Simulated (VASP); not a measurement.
Crystal: Au.

```
Au
1.0
    -1.63487    1.63487    1.63487
     1.63487   -1.63487    1.63487
     1.63487    1.63487   -1.63487
Au
1
Direct
  0.00000 0.00000 0.00000
```

This cell differs from its parent crystal: volume scaled by 0.96.

Base run:

* Program: VASP 6.6.1
* Functional: PBEsol
* Potentials or basis: VASP PAW PBE potentials, release 64 (Au)
* Cutoff: 520 eV
* k mesh: 11 × 11 × 11
* Occupations: fermi-dirac, width 0.05 eV
* Spin: no spin polarisation

Its results: pressure -3.8 GPa.

After a change of settings the same cell gave: pressure 1.9 GPa. Which change was it?
A. functional from PBEsol to PBE; cutoff from 520 eV to 500 eV
B. functional from PBEsol to PBE; further incar settings from ALGO = Normal; EDIFF = 1e-06; NBANDS = 12 to ALGO = Fast; EDIFF = 1e-06; NBANDS = 12
C. functional from PBEsol to LDA; potentials or basis from VASP PAW PBE potentials, release 64 (Au) to VASP PAW LDA potentials, release 64 (Au)
D. functional from PBEsol to r2SCAN

D.

Caveats: the PAW data sets were made with another functional, which shifts forces and pressure a little.
